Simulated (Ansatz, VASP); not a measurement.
One calculation of InSb, two programs

```xyz
2
Lattice="0.0000 3.0735 3.0735 3.0735 0.0000 3.0735 3.0735 3.0735 0.0000" Properties=species:S:1:pos:R:3 pbc="T T T"
In    0.0000    0.0000    0.0000
Sb    3.0735    3.0735    3.0735
```

Alike in both runs: task electric field gradients; functional PBE; k mesh 4 × 4 × 4; occupations gaussian, width 0.15 eV; no spin polarisation.

```csv
,VASP,Ansatz
version,VASP 6.6.1,Ansatz 0.2.0
potentials or method,"VASP PAW PBE potentials, release 64 (In_d, Sb), cutoff 520 eV","scalar-relativistic, plane waves, PAW"
valence electrons in the cell,18,28
```

Ansatz gave:

| Property | Result |
| --- | --- |
| gap on the k mesh at the Fermi level (eV) | none |
| pressure (GPa) | 1.8 |

Task: Which values does VASP return?

Result: gap on the k mesh at the Fermi level (eV): none; pressure (GPa): 1.7.

A gap of «none» marks a metal or a gap that the smearing closes. VASP's potentials hold 18 valence electrons a cell and Ansatz's 28, so a difference there can come from the potentials and not from the codes. Ansatz's warnings: stress scf threshold loose.

The k mesh is coarse, so the values compare programs but aren't converged. Spin-orbit coupling is off throughout.
